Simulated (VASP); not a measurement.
Runs of VASP 6.6.1 on TaN. The structure is that of space group P-6m2 (No. 187), or close to it. The cells are those of the table. 

```tsv
task	level	cell	k mesh	cutoff (eV)	gap on the mesh (eV)	pressure (GPa)	relaxed volume (Å³/atom)
relaxation of cell and atoms	PBE	relaxed from a = 2.938, b = 2.938, c = 2.883 Å, angles 90.0, 90.0, 120.0°, 2 atoms	12 × 12 × 11	600	none	0.0	10.94
relaxation of the atoms	r2SCAN	atoms relaxed from a = 2.876, b = 2.876, c = 2.826 Å, angles 90.0, 90.0, 120.0°, 2 atoms	13 × 13 × 12	520	none	27.5	-
relaxation of cell and atoms	PBEsol	relaxed from a = 2.938, b = 2.938, c = 2.883 Å, angles 90.0, 90.0, 120.0°, 2 atoms	12 × 12 × 11	600	none	0.0	10.65
relaxation of cell and atoms	r2SCAN	relaxed from a = 2.938, b = 2.938, c = 2.883 Å, angles 90.0, 90.0, 120.0°, 2 atoms	12 × 12 × 11	600	none	0.0	(a)
relaxation of the atoms	r2SCAN	atoms relaxed from a = 2.897, b = 2.897, c = 2.846 Å, angles 90.0, 90.0, 120.0°, 2 atoms	13 × 13 × 12	520	none	17.9	-
```

Alike in all rows: potentials or basis VASP PAW PBE potentials, release 64 (Ta_pv, N); no spin polarisation; smearing fermi-dirac 0.1 eV.

Estimate the missing entries.

(a) 10.82.

Caveats: spin-orbit coupling is left out, which moves the levels of the heavy elements; the PAW data sets were made with another functional, which shifts forces and pressure a little (at least some runs); the relaxation stopped at its first step, so nothing moved (at least some runs).

A k mesh can miss the band edges, and the runs leave out spin-orbit coupling on Ta.

A gap of «none» marks levels without a gap at the run's occupations.
